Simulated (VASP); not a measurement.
# SrTiO3 (Pm-3m) in VASP: single point with PBE

Aim: the single point of SrTiO3 with PBE.

All numbers are computed with VASP 6.6.1; they aren't measurements. Logs are shortened: lines on timing, memory, paths and dates and some standing lists are left out, and cuts for length are marked.

## (1) The cell of the first run

It takes space group Pm-3m (No. 221, cubic). Conventional cell: a = 3.940 Å, b = 3.940 Å, c = 3.940 Å, α = 90.00°, β = 90.00°, γ = 90.00°. Sr (site symmetry m-3m) has 12 O at 2.79 Å and 8 Ti at 3.41 Å within 3.7 Å. Within 2.6 Å of Ti (site symmetry m-3m) lie 6 O at 1.97 Å. Within 2.6 Å of O (site symmetry 4/mmm) lie 2 Ti at 1.97 Å.

## (2) Single point, PBE

INCAR

```
SYSTEM = SrTiO3
ALGO = Normal
EDIFF = 1E-6
ENCUT = 600
GGA = PE
GGA_COMPAT = .False.
ISIF = 2
ISMEAR = 0
LASPH = .True.
LCHARG = .False.
LREAL = .False.
LWAVE = .False.
NBANDS = 28
NELM = 120
PREC = Accurate
SIGMA = 0.01
```

KPOINTS

```
k-points
0
Gamma
  4 4 4
  0 0 0
```

POSCAR

```
SrTiO3
1.0
    3.9400000000      0.0000000000      0.0000000000
    0.0000000000      3.9400000000      0.0000000000
    0.0000000000      0.0000000000      3.9400000000
Sr Ti O
1 1 3
Direct
    0.0000000000      0.0000000000      0.0000000000
    0.5000000000      0.5000000000      0.5000000000
    0.5000000000      0.5000000000      0.0000000000
    0.5000000000      0.0000000000      0.5000000000
    0.0000000000      0.5000000000      0.5000000000
```

Potentials or basis: VASP PAW PBE potentials, release 64 (Sr_sv, Ti_sv, O).

Run with:

```console
cat potpaw_PBE.64/Sr_sv/POTCAR potpaw_PBE.64/Ti_sv/POTCAR potpaw_PBE.64/O/POTCAR > POTCAR
mpirun -np 1 vasp_std > vasp.out
```

OUTCAR:

```text
SYSTEM = SrTiO3
   EDIFF = 1E-6
   ENCUT = 600
   GGA = PE
   ISIF = 2
   ISMEAR = 0
   LASPH = .True.
   LREAL = .False.
   NELM = 120
   PREC = Accurate

 ion  position               nearest neighbor table
   1  0.000  0.000  0.000-   3 2.79   4 2.79   5 2.79   4 2.79   5 2.79   3 2.79   5 2.79   5 2.79
                             3 2.79   4 2.79   4 2.79   3 2.79   2 3.41   2 3.41   2 3.41   2 3.41
   2  0.500  0.500  0.500-   3 1.97   4 1.97   5 1.97   3 1.97   4 1.97   5 1.97   1 3.41   1 3.41
                             1 3.41   1 3.41   1 3.41   1 3.41   1 3.41   1 3.41
   3  0.500  0.500  0.000-   2 1.97   2 1.97   1 2.79   1 2.79   1 2.79   1 2.79
   4  0.500  0.000  0.500-   2 1.97   2 1.97   1 2.79   1 2.79   1 2.79   1 2.79
   5  0.000  0.500  0.500-   2 1.97   2 1.97   1 2.79   1 2.79   1 2.79   1 2.79

  LATTYP: Found a simple cubic cell.
 ALAT       =     3.9400000000

  Lattice vectors:

 A1 = (   3.9400000000,   0.0000000000,   0.0000000000)
 A2 = (   0.0000000000,   3.9400000000,   0.0000000000)
 A3 = (   0.0000000000,   0.0000000000,   3.9400000000)

Analysis of symmetry for initial positions (statically):
=====================================================================
 Subroutine PRICEL returns:
 Original cell was already a primitive cell.

 Routine SETGRP: Setting up the symmetry group for a
 simple cubic supercell.

 Subroutine GETGRP returns: Found 48 space group operations
 (whereof 48 operations were pure point group operations)
 out of a pool of 48 trial point group operations.

The static configuration has the point symmetry O_h .

Analysis of symmetry for dynamics (positions and initial velocities):
=====================================================================
 Subroutine PRICEL returns:
 Original cell was already a primitive cell.

 Routine SETGRP: Setting up the symmetry group for a
 simple cubic supercell.

 Subroutine GETGRP returns: Found 48 space group operations
 (whereof 48 operations were pure point group operations)
 out of a pool of 48 trial point group operations.

The dynamic configuration has the point symmetry O_h .

 Subroutine INISYM returns: Found 48 space group operations
 (whereof 48 operations are pure point group operations),
 and found     1 'primitive' translations

----------------------------------------------------------------------------------------

                                     Primitive cell

  volume of cell :      61.1630
[... 81 lines left out ...]
   LREAL  =      F    real-space projection
   EDIFFG = 0.1E-04   stopping-criterion for IOM
   NSW    =      0    number of steps for IOM
   IBRION =     -1    ionic relax: 0-MD 1-quasi-New 2-CG
   NFREE  =      0    steps in history (QN), initial steepest desc. (CG)
   ISIF   =      2    stress and relaxation
   ISYM   =      2    0-nonsym 1-usesym 2-fastsym
   POTIM  = 0.5000    time-step for ionic-motion
   TEBEG  =    0.0;   TEEND  =   0.0 temperature during run
   PSTRESS=    0.0 pullay stress
   NELECT =      40.0000    total number of electrons
   NUPDOWN=      -1.0000    fix difference up-down
   EMIN   =  10.00;   EMAX   =-10.00  energy-range for DOS
   EFERMI =   0.00;   METHOD = LEGACY
   ISMEAR =     0;   SIGMA  =   0.01  broadening in eV -4-tet -1-fermi 0-gaus
   EFERMI_NEDOS =   21; number of points for ismear=-14 and -15
   IALGO  =     38    algorithm
   IMIX   =      4    mixing-type and parameters
     AMIX     =   0.40;   BMIX     =  1.00
     AMIX_MAG =   1.60;   BMIX_MAG =  1.00
  volume/ion in A,a.u.               =      12.23        82.55
  Fermi-wavevector in a.u.,A,eV,Ry     =   1.421015  2.685329 27.474015  2.019283
  Thomas-Fermi vector in A             =   2.541869
   LORBIT       =      0    0 simple, 1 ext, 2 COOP (PROOUT), +10 PAW based schemes
   GGA     = PE    functional components
   LHFCALC =     F    Hartree Fock is set to
   AEXX    =    0.0000 exact exchange contribution
   IVDW    =     0    specifies the selected vdW correction
   LEPSILON=     F    determine dielectric tensor
   LRPA    =     F    only Hartree local field effects (RPA)
 non-spin polarized calculation
 Gauss-broadening in eV      SIGMA  =   0.01
  energy-cutoff  :      600.00
  volume of cell :       61.16
 maximum number of plane-waves:      2064
 NGX is ok and might be reduce to    32
   NGX = 15   NGY = 15   NGZ = 15

 number of electron      39.9999974 magnetization

 Free energy of the ion-electron system (eV)
  ---------------------------------------------------
  ext. energy  EPLUGINS =         0.00000000
  ---------------------------------------------------
  free energy    TOTEN  =       -40.09311150 eV

  energy without entropy =      -40.09311150  energy(sigma->0) =      -40.09311150

 E-fermi :   4.1099     XC(G=0): -11.1300

 val. band max:        3.9519320888   @ k =   0.5000   0.5000   0.5000
 cond. band min:       5.7395455384   @ k =   0.0000   0.0000   0.0000
 fundamental gap:      1.7876134496
 Fermi energy:         4.1098964997

 k-point     1 :       0.0000    0.0000    0.0000
  band No.  band energies     occupation
      1     -52.6478      2.00000
      2     -28.9244      2.00000
      3     -28.8761      2.00000
      4     -28.8761      2.00000
      5     -28.8761      2.00000
      6     -13.3799      2.00000
[... 299 lines left out ...]
     27      12.0085      0.00000
     28      12.0085      0.00000

------------------------ aborting loop because EDIFF is reached ----------------------------------------

  FORCE on cell =-STRESS in cart. coord.  units (eV):
  Direction    XX          YY          ZZ          XY          YZ          ZX
  --------------------------------------------------------------------------------------
  -------------------------------------------------------------------------------------
  Total       -0.0008669     -0.0008669     -0.0008669     -0.0000000      0.0000000     -0.0000000
  in kB       -0.0227094     -0.0227094     -0.0227094     -0.0000000      0.0000000     -0.0000000
  external PRESSURE =      -0.0227094 kB  Pullay stress =       0.0000000 kB

 VOLUME and BASIS-vectors are now :
 -----------------------------------------------------------------------------
  energy-cutoff  :      600.00
  volume of cell :       61.16
      direct lattice vectors                 reciprocal lattice vectors
     3.940000000  0.000000000  0.000000000     0.253807107  0.000000000  0.000000000
     0.000000000  3.940000000  0.000000000     0.000000000  0.253807107  0.000000000
     0.000000000  0.000000000  3.940000000     0.000000000  0.000000000  0.253807107

 POSITION                                       TOTAL-FORCE (eV/Angst)
 -----------------------------------------------------------------------------------
      0.00000      0.00000      0.00000         0.000000      0.000000      0.000000
      1.97000      1.97000      1.97000         0.000000      0.000000      0.000000
      1.97000      1.97000      0.00000         0.000000      0.000000      0.000000
      1.97000      0.00000      1.97000         0.000000      0.000000      0.000000
      0.00000      1.97000      1.97000         0.000000      0.000000      0.000000
 -----------------------------------------------------------------------------------
    total drift:                                0.000000     -0.000000     -0.000000

  FREE ENERGIE OF THE ION-ELECTRON SYSTEM (eV)
  ---------------------------------------------------
  free  energy   TOTEN  =       -40.0931115021 eV

  energy  without entropy=      -40.0931115021  energy(sigma->0) =      -40.09311150
```

OSZICAR:

```text
N       E                     dE             d eps       ncg     rms          rms(c)
DAV:   1     0.459680636852E+03    0.45968E+03   -0.22903E+04   560   0.177E+03
DAV:   2     0.942012783466E+00   -0.45874E+03   -0.43771E+03   628   0.464E+02
DAV:   3    -0.478462044082E+02   -0.48788E+02   -0.48337E+02   768   0.144E+02
DAV:   4    -0.504319155827E+02   -0.25857E+01   -0.25794E+01   852   0.276E+01
DAV:   5    -0.505111391377E+02   -0.79224E-01   -0.79197E-01   756   0.413E+00    0.257E+01
DAV:   6    -0.402142863518E+02    0.10297E+02   -0.52969E+01   740   0.635E+01    0.141E+01
DAV:   7    -0.401808912829E+02    0.33395E-01   -0.79787E+00   704   0.213E+01    0.104E+01
DAV:   8    -0.401641577718E+02    0.16734E-01   -0.14833E+00   648   0.125E+01    0.307E+00
DAV:   9    -0.401070845089E+02    0.57073E-01   -0.33354E-01   708   0.512E+00    0.126E+00
DAV:  10    -0.400962144182E+02    0.10870E-01   -0.89779E-02   748   0.246E+00    0.540E-01
DAV:  11    -0.400932081722E+02    0.30062E-02   -0.15957E-02   856   0.101E+00    0.144E-01
DAV:  12    -0.400931087827E+02    0.99390E-04   -0.11239E-03   668   0.373E-01    0.120E-01
DAV:  13    -0.400931021947E+02    0.65880E-05   -0.41391E-04   768   0.147E-01    0.210E-02
DAV:  14    -0.400931206804E+02   -0.18486E-04   -0.86590E-05   744   0.519E-02    0.300E-02
DAV:  15    -0.400931111506E+02    0.95298E-05   -0.43662E-05   804   0.582E-02    0.152E-02
DAV:  16    -0.400931115021E+02   -0.35156E-06   -0.86657E-06   652   0.312E-02
   1 F= -.40093112E+02 E0= -.40093112E+02  d E =-.113221-111
```

Run time: 17 s. Hardware: 1 thread of Intel Xeon Platinum 8488C (Sapphire Rapids), shared host; peak memory 0.18 GiB.

Results:

| Item | Value |
| --- | --- |
| Free energy | -40.0931 eV |
| Pressure | 0.0 GPa |
| Band gap on the k mesh | 1.79 eV (least direct gap 2.16 eV) |
